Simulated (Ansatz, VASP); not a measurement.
**One calculation of KYSe2, two programs**

File INCAR:

```
  PREC = Accurate
  ENCUT = 520
  EDIFF = 1E-6
  ISMEAR = 0
  SIGMA = 0.01
  LREAL = False
  LASPH = True
  NELM = 100
  ALGO = Normal
  ISIF = 2
  LWAVE = False
  LCHARG = False
  GGA = PE
  NBANDS = 24
```

The input KPOINTS:

```
regular mesh
0
Gamma
  6 6 4
```

File POSCAR:

```
KYSe2
1.0
    4.3197464719      0.0000000000      0.0000000000
    0.0000000000      4.3197464719      0.0000000000
    0.0000000000      0.0000000000      5.8682761253
K Se Y
1 2 1
Direct
    0.0000000000      0.0000000000      0.0000000000
    0.0000000000      0.0000000000      0.5000000000
    0.5000000000      0.5000000000      0.0000000000
    0.5000000000      0.5000000000      0.5000000000
```

Input for Ansatz:

```yaml
crystal:
  lattice:
    - [4.3197464719, 0.0, 0.0]
    - [0.0, 4.3197464719, 0.0]
    - [0.0, 0.0, 5.8682761253]
  atoms:
    - { symbol: K, position: [0.0, 0.0, 0.0] }
    - { symbol: Se, position: [0.0, 0.0, 0.5] }
    - { symbol: "Y", position: [0.5, 0.5, 0.5] }
    - { symbol: Se, position: [0.5, 0.5, 0.0] }
kpoints:
  mp_grid: { grid: [6, 6, 4] }
  band_path:
    path:
      - [0.0, 0.0, 0.0]
      - [0.0, 0.5, 0.0]
      - [0.5, 0.5, 0.0]
      - [0.0, 0.0, 0.5]
      - [0.0, 0.5, 0.5]
      - [0.5, 0.5, 0.5]
    npoints: 1
hamiltonian:
  xc: pbe
scf:
  occupations: { method: fixed }
  n_extra_bands: 5
output:
  forces: true
  stress: true
  eigenvalues: true
```

Alike in both runs: task single point; functional PBE; k mesh 6 × 6 × 4; no spin polarisation.

|  | VASP | Ansatz |
| --- | --- | --- |
| version | VASP 6.6.1 | Ansatz 0.2.0 |
| potentials or method | VASP PAW PBE potentials, release 64 (K_sv, Se, Y_sv) | plane waves, PAW |
| plane-wave cutoff (eV) | 520 | 420 |
| occupations | gaussian, width 0.01 eV | fixed |
| valence electrons in the cell | 32 | 52 |

|  | VASP | Ansatz | Ansatz less VASP |
| --- | --- | --- | --- |
| gap on the k mesh at the Fermi level (eV) | 0.19 | 0.19 | +0.004 |
| pressure (GPa) | 0.7 | 0.6 | -0.12 |

VASP's potentials hold 32 valence electrons a cell and Ansatz's 52, so a difference there can come from the potentials and not from the codes.
